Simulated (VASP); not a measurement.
Wanted: the native input for a VASP 6.6.1 run.

| Property | Result |
| --- | --- |
| Task | relaxation of cell and atoms |
| Functional | PBEsol |
| Potentials or basis | VASP PAW PBE potentials, release 64 (Na_pv, Cl) |
| Cutoff | 600 eV |
| k mesh | 8 × 8 × 8 |
| Occupations | gaussian, width 0.01 eV |
| Spin | no spin polarisation |
| Target pressure | 5 GPa |
| Dipole correction | no |
| Further INCAR settings | ALGO = Normal; EDIFF = 1e-06; IBRION = 2; EDIFFG = -0.001; NSW = 80; ISIF = 3 |

The structure of NaCl lies in POSCAR:

```
NaCl
1.0
    0.0000000000      2.8009522086      2.8009522086
    2.8009522086      0.0000000000      2.8009522086
    2.8009522086      2.8009522086      0.0000000000
Na Cl
1 1
Direct
    0.0000000000      0.0000000000      0.0000000000
    0.5000000000      0.5000000000      0.5000000000
```

One way to write it, as run:

INCAR

```
PREC     = Accurate       # precision mode
ENCUT    = 600            # plane-wave cutoff, eV
EDIFF    = 1E-6           # SCF threshold, eV
ISMEAR   = 0              # smearing method
SIGMA    = 0.01           # smearing width, eV
LREAL    = False          # projectors in reciprocal space
LASPH    = True           # aspherical terms in the spheres
NELM     = 100            # most SCF steps
ALGO     = Normal         # electronic algorithm
ISIF     = 3              # what is computed and relaxed
LWAVE    = False          # write WAVECAR
LCHARG   = False          # write CHGCAR
GGA      = PS             # functional
IBRION   = 2              # ionic algorithm
NSW      = 80             # ionic steps
EDIFFG   = -0.001         # ionic threshold
PSTRESS  = 50.0
```

KPOINTS

```
regular mesh
0
Gamma
  8 8 8
```

Potentials or basis: VASP PAW PBE potentials, release 64 (Na_pv, Cl).

The run is started by

```console
$ cat potpaw_PBE.64/Na_pv/POTCAR potpaw_PBE.64/Cl/POTCAR > POTCAR
$ mpirun -np 1 vasp_std > vasp.out
```

Results of the run:

```
Relaxed volume                                         : 19.16 Å³/atom
Relaxed cell                                           : a = 3.784 Å, b = 3.784 Å, c = 3.784 Å, α = 60.00°, β = 60.00°, γ = 60.00°
Space group after relaxing (to 0.05 Å)                 : Fm-3m (No. 225)
Energy change on relaxing (the enthalpy is what falls) : +38.9 meV/atom
Ionic steps                                            : 6
Pressure after relaxing                                : 5.0 GPa
Band gap on the k mesh                                 : 5.58 eV, direct
```

Caveat: the cell is relaxed towards a set pressure, so the enthalpy falls and the energy may rise; the PAW data sets were made with another functional, which shifts forces and pressure a little.

Wall time 35 s on 1 thread of Intel(R) Xeon(R) Platinum 8259CL CPU @ 2.50GHz (Skylake/Cascade Lake), on a shared host, peak memory 0.18 GiB.
